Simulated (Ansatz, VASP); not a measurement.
# TaC in VASP and in Ansatz

```
CELL_PARAMETERS angstrom
0.00000 2.23816 2.23816
2.23816 0.00000 2.23816
2.23816 2.23816 0.00000
ATOMIC_POSITIONS crystal
Ta 0.00000 0.00000 0.00000
C 0.50000 0.50000 0.50000
```

Alike in both runs: functional PBE; k mesh 16 × 16 × 16; occupations fermi-dirac, width 0.15 eV; no spin polarisation.

Ansatz relaxed the structure, and its values are those at the end. VASP's run is a single point on that final structure, the one shown.

|  | VASP | Ansatz |
| --- | --- | --- |
| version | VASP 6.6.1 | Ansatz 0.2.0 |
| potentials or method | VASP PAW PBE potentials, release 64 (Ta_pv, C), cutoff 600 eV | scalar-relativistic, plane waves, PAW |
| valence electrons in the cell | 15 | 17 |

VASP gave:

| Quantity | Value |
| --- | --- |
| gap on the k mesh at the Fermi level (eV) | none |
| pressure (GPa) | 0.6 |

**Question.** What did Ansatz give for the same quantities?

**Answer.** gap on the k mesh at the Fermi level (eV): none; pressure (GPa): 0.0.

A gap of «none» marks a metal or a gap that the smearing closes. VASP's potentials hold 15 valence electrons a cell and Ansatz's 17, so a difference there can come from the potentials and not from the codes.

Spin-orbit coupling is off throughout.
